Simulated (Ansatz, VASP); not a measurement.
**Two plane-wave programs on Al**

The input INCAR:

```
  PREC = Accurate
  ENCUT = 520
  EDIFF = 1E-6
  ISMEAR = 0
  SIGMA = 0.15
  LREAL = F
  LASPH = T
  NELM = 100
  ALGO = Fast
  ISIF = 2
  LWAVE = F
  LCHARG = F
  GGA = PS
  NBANDS = 10
```

Contents of KPOINTS:

```
regular mesh
0
Gamma
  24 24 14
```

Contents of POSCAR:

```
Al
1.0
    2.9070708893      0.0000000000      0.0000000000
   -1.4535354446      2.5175972407      0.0000000000
    0.0000000000      0.0000000000      4.6373174459
Al
2
Direct
    0.6666666667      0.3333333333      0.7500000000
    0.3333333333      0.6666666667      0.2500000000
```

Input for Ansatz:

```yaml
crystal:
  lattice:
    - [2.9070708893, 0.0, 0.0]
    - [-1.4535354446, 2.5175972407, 0.0]
    - [0.0, 0.0, 4.6373174459]
  atoms:
    - { symbol: Al, position: [0.6666666667, 0.3333333333, 0.75] }
    - { symbol: Al, position: [0.3333333333, 0.6666666667, 0.25] }
basis:
  ecutwfc: 420
kpoints:
  mp_grid: { grid: [24, 24, 14] }
hamiltonian:
  xc: pbesol
scf:
  occupations: { method: gaussian, width: 0.15 }
output:
  forces: true
  stress: true
  eigenvalues: true
```

Change from the starting cell: strain +0.0200 x Voigt [1, 1, 0, 0, 0, 0], atoms carried along.

Alike in both runs: task single point; functional PBEsol; k mesh 24 × 24 × 14; occupations gaussian, width 0.15 eV; no spin polarisation.

```csv
,VASP,Ansatz
version,VASP 6.6.1,Ansatz 0.2.0
potentials or method,"VASP PAW PBE potentials, release 64 (Al), cutoff 520 eV","scalar-relativistic, plane waves, PAW"
valence electrons in the cell,6,6
```

Ansatz gave:

```
gap on the k mesh at the Fermi level (eV)                     : none
pressure (GPa)                                                : -2.8
traceless stress, the component that is largest in VASP (GPa) : 1.25
```

Task: What did VASP give for the same quantities?

Result: gap on the k mesh at the Fermi level (eV): none; pressure (GPa): -2.7; traceless stress, the component that is largest in VASP (GPa): 1.26.

VASP's potentials were made for PBE, not for PBEsol. A gap of «none» marks a metal or a gap that the smearing closes. The functional is the same, so the differences come from potentials, cutoffs and numerics.
